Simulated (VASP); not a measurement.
Set up this calculation in VASP 6.6.1, as the native input.

```yaml
Task: single point
Functional: PBE
Potentials_or_basis: VASP PAW PBE potentials, release 64 (Pt, Ti_sv)
Cutoff: 520 eV
k_mesh: 7 × 7 × 7
Occupations: fermi-dirac, width 0.05 eV
Spin: no spin polarisation
Dipole_correction: no
Further_INCAR_settings: ALGO = Fast; EDIFF = 1e-07; NBANDS = 29
```

The structure of TiPt3 lies in POSCAR:

```
TiPt3
1.0
    3.8970000000      0.0000000000      0.0000000000
    0.0000000000      3.8970000000      0.0000000000
    0.0000000000      0.0000000000      3.8970000000
Pt Ti
3 1
Direct
    0.5000000000      0.5000000000      0.0000000000
    0.5000000000      0.0000000000      0.5000000000
    0.0000000000      0.5000000000      0.5000000000
    0.0000000000      0.0000000000      0.0000000000
```

The input as run:

INCAR

```
PREC = Accurate
ENCUT = 520
EDIFF = 1E-7
ISMEAR = -1
SIGMA = 0.05
LREAL = F
LASPH = T
NELM = 80
ALGO = Fast
ISIF = 2
LWAVE = F
LCHARG = T
GGA = PE
LELF = T
LVHAR = T
NBANDS = 29
```

KPOINTS

```
regular mesh
0
Gamma
  7 7 7
```

Potentials or basis: VASP PAW PBE potentials, release 64 (Pt, Ti_sv).

Run with:

```console
$ cat potpaw_PBE.64/Pt/POTCAR potpaw_PBE.64/Ti_sv/POTCAR > POTCAR
$ mpirun -np 1 vasp_std > vasp.out
```

It gave:

```json
{
 "Pressure": "9.7 GPa",
 "Band gap on the k mesh": "zero (band 21 reaches 13.27 eV, above the bottom of band 22 at 11.76 eV)"
}
```

Caveat: spin-orbit coupling is left out, which moves the levels of the heavy elements.

Wall time 120 s on 1 thread of Intel(R) Xeon(R) Platinum 8488C (Sapphire Rapids), on a shared host, peak memory 0.18 GiB.
